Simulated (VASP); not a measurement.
A run of VASP 6.6.1:

Contents of INCAR:

```
SYSTEM = GaN
PREC = Accurate
ENCUT = 600
EDIFF = 1E-6
ISMEAR = -1
SIGMA = 0.02
LREAL = .False.
LASPH = .True.
NELM = 60
ALGO = Normal
ISIF = 3
LWAVE = .False.
LCHARG = .False.
GGA = PE
IBRION = 2
NSW = 80
EDIFFG = -0.005
```

The input KPOINTS:

```
Automatic mesh
0
Gamma
  10 10 10
  0 0 0
```

Contents of POSCAR:

```
GaN
1.0
    0.0000000000      1.9925000000      1.9925000000
    1.9925000000      0.0000000000      1.9925000000
    1.9925000000      1.9925000000      0.0000000000
Ga N
1 1
Direct
    0.5000000000      0.5000000000      0.5000000000
    0.0000000000      0.0000000000      0.0000000000
```

Potentials or basis: VASP PAW PBE potentials, release 64 (Ga_d, N).

Command:

```bash
$ cat potpaw_PBE.64/Ga_d/POTCAR potpaw_PBE.64/N/POTCAR > POTCAR
$ mpirun -np 1 vasp_std > vasp.out
```

Hardware: 1 thread of Intel(R) Xeon(R) Platinum 8488C (Sapphire Rapids), with other jobs on the host.

Question: How long does it take, and how much memory?

Answer: Run time: 58 s on 1 thread of Intel(R) Xeon(R) Platinum 8488C (Sapphire Rapids), with other jobs on the host, peak memory 0.15 GiB. Counts: scf iterations 75, k points 47, ion steps 16.
